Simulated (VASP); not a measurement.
A run of VASP 6.6.1 is set up as follows.

INCAR

```
PREC     = Accurate       # precision mode
ENCUT    = 520            # plane-wave cutoff, eV
EDIFF    = 1E-6           # SCF threshold, eV
ISMEAR   = -1             # smearing method
SIGMA    = 0.0396         # smearing width, eV
LREAL    = False          # projectors in reciprocal space
LASPH    = True           # aspherical terms in the spheres
NELM     = 80             # most SCF steps
ALGO     = Normal         # electronic algorithm
ISIF     = 2              # what is computed and relaxed
LWAVE    = False          # write WAVECAR
LCHARG   = False          # write CHGCAR
GGA      = PE             # functional
NBANDS   = 50             # bands
```

File KPOINTS:

```
Automatic mesh
0
Gamma
  3 3 4
  0.5 0 0
```

POSCAR

```
SnTe
1.0
   -3.2415130000      6.4585010000      3.2194590000
    3.1763720000     -3.2099170000      6.3351090000
    3.2536590000      3.2457000000     -0.0207520000
Te Sn
4 4
Direct
    0.2616500000      0.3724660000      0.8874730000
    0.2476080000      0.8705420000      0.3621090000
    0.7451760000      0.1222900000      0.6200340000
    0.7497920000      0.6139270000      0.1280180000
    0.0007860000      0.9983980000      0.0066130000
    0.0075650000      0.5001350000      0.4914400000
    0.5062740000      0.7528300000      0.7510190000
    0.5014410000      0.2427170000      0.2483840000
```

Potentials or basis: VASP PAW PBE potentials, release 64 (Te, Sn_d).

Launch:

```console
$ cat potpaw_PBE.64/Te/POTCAR potpaw_PBE.64/Sn_d/POTCAR > POTCAR
$ mpirun -np 1 vasp_std > vasp.out
```

Question: Predict the pressure.

Answer: -0.4 GPa.

Question: Estimate the largest force.

Answer: 0.339 eV/Å.

Question: What does it give for the band gap on the k mesh?

Answer: 0.11 eV.

Forces on the atoms (eV/Å):
```
Te  -0.031 -0.280 -0.189
Te   0.092  0.107 -0.036
Te  -0.064  0.205  0.056
Te   0.007 -0.030  0.151
Sn  -0.015 -0.060  0.035
Sn   0.019  0.046 -0.045
Sn  -0.066  0.023 -0.074
Sn   0.059 -0.010  0.101
```

Caveat: spin-orbit coupling is left out, which moves the levels of the heavy elements; a shifted mesh leaves out Γ, where band edges can lie. A k mesh can miss the band edges.
